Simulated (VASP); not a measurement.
NiO, 4 atoms in the cell. Symmetry: Fm-3m, No. 225, cubic system. The conventional cell has a = 4.217 Å, b = 4.217 Å, c = 4.217 Å, α = 90.00°, β = 90.00°, γ = 90.00°. Within 2.8 Å of Ni (site symmetry m-3m) lie 6 O at 2.11 Å. O (site symmetry m-3m) has 6 Ni at 2.11 Å within 2.8 Å. 

```yaml
Program: VASP 6.6.1
Task: single point
Functional: PBE
Potentials_or_basis: VASP PAW PBE potentials, release 64 (Ni, O)
Cutoff: 520 eV
k_mesh: 10 × 10 × 10
Occupations: gaussian, width 0.05 eV
Spin: collinear spin, ferromagnetic start
Starting_moments: "[2.0, 2.0, 0.0, 0.0] μB"
Dipole_correction: no
Further_INCAR_settings: ALGO = Fast; EDIFF = 1e-06; NBANDS = 28
```

Potentials or basis: VASP PAW PBE potentials, release 64 (Ni, O).

Run with:

```bash
$ cat potpaw_PBE.64/Ni/POTCAR potpaw_PBE.64/O/POTCAR > POTCAR
$ mpirun -np 1 vasp_std > vasp.out
```

Hardware: 1 thread of Oxide Virtual Turin-like Processor, with other jobs on the host.

How long does it take, and how much memory?

Run time: 18 min on 1 thread of Oxide Virtual Turin-like Processor, with other jobs on the host, peak memory 0.37 GiB. Counts: scf iterations 16, k points 116.
